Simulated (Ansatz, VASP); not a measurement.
One calculation of C, two programs

```
C
1.0
    -2.46831    2.46831    2.48774
     2.46831   -2.46831    2.48774
     2.46831    2.46831   -2.48774
C
8
Direct
  0.58891 0.41109 0.50000
  0.16109 0.16109 0.32219
  0.83891 0.83891 0.67781
  0.91109 0.08891 0.50000
  0.16109 0.83891 0.00000
  0.58891 0.08891 0.17781
  0.91109 0.41109 0.82219
  0.83891 0.16109 0.00000
```

Alike in both runs: functional PBE; k mesh 6 × 6 × 6; occupations gaussian, width 0.02 eV; no spin polarisation.

Ansatz relaxed the structure, and its values are those at the end. VASP's run is a single point on that final structure, the one shown.

|  | VASP | Ansatz |
| --- | --- | --- |
| version | VASP 6.6.1 | Ansatz 0.2.0 |
| potentials or method | VASP PAW PBE potentials, release 64 (C), cutoff 520 eV | scalar-relativistic, plane waves, PAW |
| valence electrons in the cell | 32 | 32 |

Ansatz gave:

| Property | Result |
| --- | --- |
| gap on the k mesh at the Fermi level (eV) | 3.30 |
| least direct gap on the mesh (eV) | 3.57 |
| pressure (GPa) | 0.0 |
| rms of the force components (eV/Å) | 0.000 |

Task: What did VASP give for the same quantities?

Result: gap on the k mesh at the Fermi level (eV): 3.29; least direct gap on the mesh (eV): 3.56; pressure (GPa): 0.5; rms of the force components (eV/Å): 0.013.
